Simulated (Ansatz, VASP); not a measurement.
# One calculation of Te, two programs

The input INCAR:

```
  AGGAC = 1.0
  AGGAX = 1.0
  ALDAC = 0.0
  ALDAX = 1.0
  ALGO = Normal
  EDIFF = 1E-6
  ENCUT = 520
  GGA = B5
  ISIF = 2
  ISMEAR = -1
  LASPH = True
  LCHARG = False
  LREAL = False
  LWAVE = False
  NBANDS = 9
  NELM = 60
  PREC = Accurate
  SIGMA = 0.1
```

Contents of KPOINTS:

```
k-points
0
Gamma
  12 12 12
```

File POSCAR:

```
Te
1.0
    0.0000000000      2.5203803360      2.5203803360
    2.5203803360      0.0000000000      2.5203803360
    2.5203803360      2.5203803360      0.0000000000
Te
1
Direct
    0.0000000000      0.0000000000      0.0000000000
```

Input for Ansatz:

```yaml
crystal:
  lattice:
    - [0.0, 2.520380336, 2.520380336]
    - [2.520380336, 0.0, 2.520380336]
    - [2.520380336, 2.520380336, 0.0]
  atoms:
    - { symbol: Te, position: [0.0, 0.0, 0.0] }
hamiltonian:
  xc: blyp
  pseudopotentials:
    kind: paw
    azcp:
      Te: "pseudopotentials/Te.paw.azcp"
basis:
  ecutwfc: 420
  fft_grid_basis: typed
kpoints:
  mp_grid: { grid: [12, 12, 12], shift: [0, 0, 0] }
magnetization:
  spin_polarized: false
scf:
  occupations: { method: fermi_dirac, width: 0.1 }
  lower_state_search: "off"
output:
  stress: true
```

Alike in both runs: task single point; functional BLYP; k mesh 12 × 12 × 12; occupations fermi-dirac, width 0.1 eV; no spin polarisation.

```csv
,VASP,Ansatz
version,VASP 6.6.1,Ansatz 0.2.0
potentials or method,"VASP PAW PBE potentials, release 64 (Te), cutoff 520 eV","plane waves (420 eV) with PAW, scalar-relativistic"
valence electrons in the cell,6,16
```

Ansatz gave:

| Item | Value |
| --- | --- |
| pressure (GPa) | 0.0 |

Q: Which values does VASP return?

A: Pressure (GPa): 0.1.

VASP's potentials were made for PBE, not for BLYP. The functional is the same, so the differences come from potentials, cutoffs and numerics. VASP's potentials hold 6 valence electrons a cell and Ansatz's 16, so a difference there can come from the potentials and not from the codes.

Neither program's run includes spin-orbit coupling.
